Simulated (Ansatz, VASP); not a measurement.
# Re in VASP and in Ansatz

```
Re
1.0
     0.00000    1.95772    1.85005
     1.85005    0.00000    1.85005
     1.85005    1.95772    0.00000
Re
1
Cartesian
  0.0000 0.0000 0.0000
```

Change from the starting cell: normal strain along x -0.0550, normal strain along z -0.0550.

Alike in both runs: task single point; functional PBE; k mesh 10 × 10 × 10; occupations gaussian, width 0.15 eV; no spin polarisation.

|  | VASP | Ansatz |
| --- | --- | --- |
| version | VASP 6.6.1 | Ansatz 0.2.0 |
| potentials or method | VASP PAW PBE potentials, release 64 (Re), cutoff 520 eV | scalar-relativistic, plane waves, PAW |
| valence electrons in the cell | 7 | 15 |

|  | VASP | Ansatz | Ansatz less VASP |
| --- | --- | --- | --- |
| gap on the k mesh at the Fermi level (eV) | none | none | - |
| pressure (GPa) | 53.5 | 53.0 | -0.47 |
| traceless stress, the component that is largest in VASP (GPa) | -14.64 | -14.76 | -0.128 |

A gap of «none» marks a metal or a gap that the smearing closes. Both programs put the cell under a high pressure, so it lies far from rest at this level. VASP's potentials hold 7 valence electrons a cell and Ansatz's 15, so a difference there can come from the potentials and not from the codes.

Spin-orbit coupling is off throughout.
